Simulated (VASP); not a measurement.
# Cs2KMoP6 (P1) in VASP: single point with PBE+U

Aim: the single point of Cs2KMoP6 with PBE+U.

All numbers are computed with VASP 6.6.1; they aren't measurements. Logs are shortened: lines on timing, memory, paths and dates and some standing lists are left out, and cuts for length are marked.

## (1) The cell of the first run

The typed cell holds 10 atoms: a = 7.151 Å, b = 7.151 Å, c = 7.151 Å, α = 60.00°, β = 60.00°, γ = 60.00°.

## (2) Single point, PBE+U

The input, INCAR:

```
ALGO = Normal ; EDIFF = 1E-6
ENCUT = 520 ; GGA = PE
ISIF = 2 ; ISMEAR = 1
LASPH = True ; LCHARG = False
LDAU = True ; LDAUJ = 0 0 0 0
LDAUL = 2 -1 -1 -1 ; LDAUPRINT = 1
LDAUTYPE = 2 ; LDAUU = 4 0 0 0
LMAXMIX = 4 ; LREAL = False
LWAVE = False ; NBANDS = 46
NELM = 150 ; PREC = Accurate
SIGMA = 0.15
```

The input, KPOINTS:

```
k-points
0
Gamma
  3 3 3
```

The input, POSCAR:

```
Cs2KMoP6
1.0
    0.0000000000      5.0561700000      5.0561700000
    5.0561700000      0.0000000000      5.0561700000
    5.0561700000      5.0561700000      0.0000000000
Mo K Cs P
1 1 2 6
Direct
   -0.0071987295      0.0114699466     -0.0030849437
    0.4931972224      0.4996714905      0.5125873932
    0.2432392503      0.2628796105      0.2400219929
    0.7657024981      0.7400089396      0.7411732596
    0.7901359132      0.2223496243      0.2324428372
    0.2592834102      0.7742821147      0.2154569566
    0.2363990926      0.7672948101      0.7673003479
    0.7303416420      0.2304191710      0.7843467486
    0.2075636302      0.2581675458      0.7786941499
    0.7680039437      0.7466696136      0.2390282566
```

Potentials or basis: VASP PAW PBE potentials, release 64 (Mo_sv, K_sv, Cs_sv, P).

Command:

```console
cat potpaw_PBE.64/Mo_sv/POTCAR potpaw_PBE.64/K_sv/POTCAR potpaw_PBE.64/Cs_sv/POTCAR potpaw_PBE.64/P/POTCAR > POTCAR
mpirun -np 1 vasp_std > vasp.out
```

OUTCAR:

```text
EDIFF = 1E-6
   ENCUT = 520
   GGA = PE
   ISIF = 2
   ISMEAR = 1
   LASPH = True
   LREAL = False
   NELM = 150
   PREC = Accurate

 ion  position               nearest neighbor table
   1  0.993  0.011  0.997-   5 2.26   9 2.34   7 2.40   8 2.41   6 2.46  10 2.48
   2  0.493  0.500  0.513-   8 2.58   7 2.64  10 2.64   9 2.67   6 2.70   5 2.82
   3  0.243  0.263  0.240-
   4  0.766  0.740  0.741-
   5  0.790  0.222  0.232-   1 2.26   2 2.82
   6  0.259  0.774  0.215-   1 2.46   2 2.70
   7  0.236  0.767  0.767-   1 2.40   2 2.64
   8  0.730  0.230  0.784-   1 2.41   2 2.58
   9  0.208  0.258  0.779-   1 2.34   2 2.67
  10  0.768  0.747  0.239-   1 2.48   2 2.64

  LATTYP: Found a face centered cubic cell.
 ALAT       =    10.1123400000

  Lattice vectors:

 A1 = (   0.0000000000,   5.0561700000,   5.0561700000)
 A2 = (   5.0561700000,   0.0000000000,   5.0561700000)
 A3 = (   5.0561700000,   5.0561700000,   0.0000000000)

Analysis of symmetry for initial positions (statically):
=====================================================================
 Subroutine PRICEL returns:
 Original cell was already a primitive cell.

 Routine SETGRP: Setting up the symmetry group for a
 face centered cubic supercell.

 Subroutine GETGRP returns: Found  1 space group operations
 (whereof  1 operations were pure point group operations)
 out of a pool of 48 trial point group operations.

The static configuration has the point symmetry C_1 .

Analysis of symmetry for dynamics (positions and initial velocities):
=====================================================================
 Subroutine PRICEL returns:
 Original cell was already a primitive cell.

 Routine SETGRP: Setting up the symmetry group for a
 face centered cubic supercell.

 Subroutine GETGRP returns: Found  1 space group operations
 (whereof  1 operations were pure point group operations)
 out of a pool of 48 trial point group operations.

The dynamic configuration has the point symmetry C_1 .

 Subroutine INISYM returns: Found  1 space group operations
 (whereof  1 operations are pure point group operations),
 and found     1 'primitive' translations

----------------------------------------------------------------------------------------

                                     Primitive cell

  volume of cell :     258.5205

  direct lattice vectors                    reciprocal lattice vectors
     0.000000000  5.056170000  5.056170000    -0.098889080  0.098889080  0.098889080
     5.056170000  0.000000000  5.056170000     0.098889080 -0.098889080  0.098889080
     5.056170000  5.056170000  0.000000000     0.098889080  0.098889080 -0.098889080

  length of vectors
     7.150504188  7.150504188  7.150504188     0.171280911  0.171280911  0.171280911

  position of ions in fractional coordinates (direct lattice)
     0.992801271  0.011469947  0.996915056
     0.493197222  0.499671490  0.512587393
     0.243239250  0.262879611  0.240021993
     0.765702498  0.740008940  0.741173260
     0.790135913  0.222349624  0.232442837
     0.259283410  0.774282115  0.215456957
     0.236399093  0.767294810  0.767300348
     0.730341642  0.230419171  0.784346749
     0.207563630  0.258167546  0.778694150
     0.768003944  0.746669614  0.239028257

  ion indices of the primitive-cell ions
   primitive index   ion index
[... 63 lines left out ...]
   ISTART =      0    job   : 0-new  1-cont  2-samecut
   ICHARG =      2    charge: 1-file 2-atom 10-const
   ISPIN  =      1    spin polarized calculation?
   LNONCOLLINEAR =      F non collinear calculations
   LSORBIT =      F    spin-orbit coupling
   LASPH  =      T    aspherical Exc in radial PAW
   ENCUT  =  520.0 eV  38.22 Ry    6.18 a.u.  13.30 13.30 13.30*2*pi/ulx,y,z
   NELM   =    150;   NELMIN=  2; NELMDL= -5     # of ELM steps
   EDIFF  = 0.1E-05   stopping-criterion for ELM
   LREAL  =      F    real-space projection
   EDIFFG = 0.1E-04   stopping-criterion for IOM
   NSW    =      0    number of steps for IOM
   IBRION =     -1    ionic relax: 0-MD 1-quasi-New 2-CG
   NFREE  =      0    steps in history (QN), initial steepest desc. (CG)
   ISIF   =      2    stress and relaxation
   ISYM   =      2    0-nonsym 1-usesym 2-fastsym
   POTIM  = 0.5000    time-step for ionic-motion
   TEBEG  =    0.0;   TEEND  =   0.0 temperature during run
   PSTRESS=    0.0 pullay stress
   NELECT =      71.0000    total number of electrons
   NUPDOWN=      -1.0000    fix difference up-down
   EMIN   =  10.00;   EMAX   =-10.00  energy-range for DOS
   EFERMI =   0.00;   METHOD = LEGACY
   ISMEAR =     1;   SIGMA  =   0.15  broadening in eV -4-tet -1-fermi 0-gaus
   EFERMI_NEDOS =   21; number of points for ismear=-14 and -15
   IALGO  =     38    algorithm
   IMIX   =      4    mixing-type and parameters
     AMIX     =   0.40;   BMIX     =  1.00
     AMIX_MAG =   1.60;   BMIX_MAG =  1.00
  volume/ion in A,a.u.               =      25.85       174.46
  Fermi-wavevector in a.u.,A,eV,Ry     =   1.064133  2.010920 15.406955  1.132379
  Thomas-Fermi vector in A             =   2.199641
   LORBIT       =      0    0 simple, 1 ext, 2 COOP (PROOUT), +10 PAW based schemes
 LDA+U is selected, type is set to LDAUTYPE =  2
   angular momentum for each species LDAUL =     2   -1   -1   -1
   U (eV)           for each species LDAUU =   4.0  0.0  0.0  0.0
   J (eV)           for each species LDAUJ =   0.0  0.0  0.0  0.0
   GGA     = PE    functional components
   LHFCALC =     F    Hartree Fock is set to
   AEXX    =    0.0000 exact exchange contribution
   IVDW    =     0    specifies the selected vdW correction
   LEPSILON=     F    determine dielectric tensor
   LRPA    =     F    only Hartree local field effects (RPA)
 non-spin polarized calculation
 Methfessel and Paxton  Order N= 1 SIGMA  =   0.15
  energy-cutoff  :      520.00
  volume of cell :      258.52
 maximum number of plane-waves:      6975
 NGX is ok and might be reduce to    54
   NGX = 27   NGY = 27   NGZ = 27

atom =   1  type =  1  l = 2

 onsite density matrix

spin component  1

  0.2980  0.0035 -0.0019 -0.0015  0.0143
  0.0035  0.2886 -0.0175 -0.0011 -0.0134
 -0.0019 -0.0175  0.5232  0.0087 -0.0141
 -0.0015 -0.0011  0.0087  0.2910 -0.0023
  0.0143 -0.0134 -0.0141 -0.0023  0.5300

spin component  2

  0.2980  0.0035 -0.0019 -0.0015  0.0143
  0.0035  0.2886 -0.0175 -0.0011 -0.0134
 -0.0019 -0.0175  0.5232  0.0087 -0.0141
 -0.0015 -0.0011  0.0087  0.2910 -0.0023
  0.0143 -0.0134 -0.0141 -0.0023  0.5300

 occupancies and eigenvectors

  o =  0.2850  v =  0.3248 -0.9401 -0.0703 -0.0143 -0.0746  0.0000  0.0000  0.0000  0.0000  0.0000      0.0000  0.0000  0.0000  0.0000  0.0000  0.0000  0.0000  0.0000  0.0000  0.0000
  o =  0.2850  v =  0.0000  0.0000  0.0000  0.0000  0.0000  0.3248 -0.9401 -0.0703 -0.0143 -0.0746      0.0000  0.0000  0.0000  0.0000  0.0000  0.0000  0.0000  0.0000  0.0000  0.0000
  o =  0.2905  v = -0.1682 -0.0455  0.0321 -0.9842  0.0001  0.0000  0.0000  0.0000  0.0000  0.0000      0.0000  0.0000  0.0000  0.0000  0.0000  0.0000  0.0000  0.0000  0.0000  0.0000
  o =  0.2905  v =  0.0000  0.0000  0.0000  0.0000  0.0000 -0.1682 -0.0455  0.0321 -0.9842  0.0001      0.0000  0.0000  0.0000  0.0000  0.0000  0.0000  0.0000  0.0000  0.0000  0.0000
  o =  0.2988  v =  0.9288  0.3237  0.0372 -0.1725 -0.0380  0.0000  0.0000  0.0000  0.0000  0.0000      0.0000  0.0000  0.0000  0.0000  0.0000  0.0000  0.0000  0.0000  0.0000  0.0000
  o =  0.2988  v =  0.0000  0.0000  0.0000  0.0000  0.0000  0.9288  0.3237  0.0372 -0.1725 -0.0380      0.0000  0.0000  0.0000  0.0000  0.0000  0.0000  0.0000  0.0000  0.0000  0.0000
  o =  0.5146  v =  0.0000  0.0000  0.0000  0.0000  0.0000  0.0318 -0.0965  0.7847  0.0247  0.6110      0.0000  0.0000  0.0000  0.0000  0.0000  0.0000  0.0000  0.0000  0.0000  0.0000
  o =  0.5146  v =  0.0318 -0.0965  0.7847  0.0247  0.6110  0.0000  0.0000  0.0000  0.0000  0.0000      0.0000  0.0000  0.0000  0.0000  0.0000  0.0000  0.0000  0.0000  0.0000  0.0000
  o =  0.5419  v =  0.0000  0.0000  0.0000  0.0000  0.0000 -0.0510 -0.0015  0.6139  0.0287 -0.7872      0.0000  0.0000  0.0000  0.0000  0.0000  0.0000  0.0000  0.0000  0.0000  0.0000
  o =  0.5419  v = -0.0510 -0.0015  0.6139  0.0287 -0.7872  0.0000  0.0000  0.0000  0.0000  0.0000      0.0000  0.0000  0.0000  0.0000  0.0000  0.0000  0.0000  0.0000  0.0000  0.0000

 number of electron      71.0000001 magnetization

 Free energy of the ion-electron system (eV)
  ---------------------------------------------------
  ext. energy  EPLUGINS =         0.00000000
  ---------------------------------------------------
  free energy    TOTEN  =       -35.52223898 eV

  energy without entropy =      -35.50838921  energy(sigma->0) =      -35.51762239

 E-fermi :   3.5900     XC(G=0):  -9.3262

 val. band max:        3.5775872714   @ k =   0.3333   0.0000   0.0000
 cond. band min:       3.5951911533   @ k =   0.0000  -0.3333   0.3333
 fundamental gap:      0.0176038819
 Fermi energy:         3.5899914958

 k-point     1 :       0.0000    0.0000    0.0000
  band No.  band energies     occupation
      1     -58.1582      2.00000
      2     -32.3248      2.00000
      3     -32.2677      2.00000
      4     -32.2278      2.00000
      5     -25.2903      2.00000
      6     -17.2690      2.00000
[... 675 lines left out ...]
     45       8.0183      0.00000
     46       8.7171      0.00000

------------------------ aborting loop because EDIFF is reached ----------------------------------------

  FORCE on cell =-STRESS in cart. coord.  units (eV):
  Direction    XX          YY          ZZ          XY          YZ          ZX
  --------------------------------------------------------------------------------------
  -------------------------------------------------------------------------------------
  Total       10.8303143      8.3494539      8.6289834      0.0119409     -0.5591948     -0.2561594
  in kB       67.1207258     51.7456273     53.4780073      0.0740034     -3.4656023     -1.5875441
  external PRESSURE =      57.4481201 kB  Pullay stress =       0.0000000 kB

 VOLUME and BASIS-vectors are now :
 -----------------------------------------------------------------------------
  energy-cutoff  :      520.00
  volume of cell :      258.52
      direct lattice vectors                 reciprocal lattice vectors
     0.000000000  5.056170000  5.056170000    -0.098889080  0.098889080  0.098889080
     5.056170000  0.000000000  5.056170000     0.098889080 -0.098889080  0.098889080
     5.056170000  5.056170000  0.000000000     0.098889080  0.098889080 -0.098889080

 POSITION                                       TOTAL-FORCE (eV/Angst)
 -----------------------------------------------------------------------------------
      5.09857     10.06034      5.07777        -1.067986     -0.053045     -0.777197
      5.11815      5.08542      5.02011        -0.845915     -0.763339     -0.101275
      2.54276      2.44345      2.55902         0.230177      0.502136     -0.064776
      7.48911      7.61902      7.61313         0.172738     -0.281937      0.011025
      2.29951      5.17033      5.11930         0.372483     -0.054494      0.092347
      5.00429      2.40037      5.22588        -0.067785     -1.618120     -0.006636
      7.75917      5.07488      5.07485         1.480531      0.066600     -0.043221
      5.13083      7.65852      4.85777        -0.170013      2.237007      0.012544
      5.24255      4.98669      2.35482        -0.092798      0.290925     -1.145937
      4.98386      5.09173      7.65845        -0.011432     -0.325733      2.023126
 -----------------------------------------------------------------------------------
    total drift:                                0.000382     -0.000080      0.000169

  FREE ENERGIE OF THE ION-ELECTRON SYSTEM (eV)
  ---------------------------------------------------
  free  energy   TOTEN  =       -35.5222389831 eV

  energy  without entropy=      -35.5083892145  energy(sigma->0) =      -35.51762239
```

It took 4.2 min on 1 thread of Intel Xeon Platinum 8259CL at 2.50GHz (Skylake/Cascade Lake), shared host; peak memory 0.49 GiB.

Results:

```
Free energy            : -35.5222 eV
Pressure               : 5.7 GPa
Largest force          : 2.243 eV/Å
Band gap on the k mesh : zero (an odd number of electrons rules out a gap without spin polarisation)
```

Forces in eV/Å, atoms in the order of the input:
```
Mo  -1.068 -0.053 -0.777
K   -0.846 -0.763 -0.101
Cs   0.230  0.502 -0.065
Cs   0.173 -0.282  0.011
P    0.372 -0.054  0.092
P   -0.068 -1.618 -0.007
P    1.481  0.067 -0.043
P   -0.170  2.237  0.013
P   -0.093  0.291 -1.146
P   -0.011 -0.326  2.023
```

Levels at points of the mesh, in eV from the Fermi level:
| k point | band 33 | band 34 | band 35 | band 36 | band 37 | band 38 |
| --- | --- | --- | --- | --- | --- | --- |
| (0.00, 0.00, 0.00) | -0.27 | -0.21 | 0.55 | 0.71 | 0.77 | 1.10 |

Eigenvalues of the final occupation matrices:
```
    site  spin  trace               eigenvalues
site 1 d     1   1.93  0.29 0.29 0.30 0.51 0.54
site 1 d     2   1.93  0.29 0.29 0.30 0.51 0.54
```

Caveat: the cell stands under pressure; spin-orbit coupling is left out, which moves the levels of the heavy elements; U without spin polarisation on a metal has little footing; the U is typed as a test and isn't derived for this compound; forces of over 1 eV/Å act on the atoms, so gaps and moduli don't describe the material at rest.
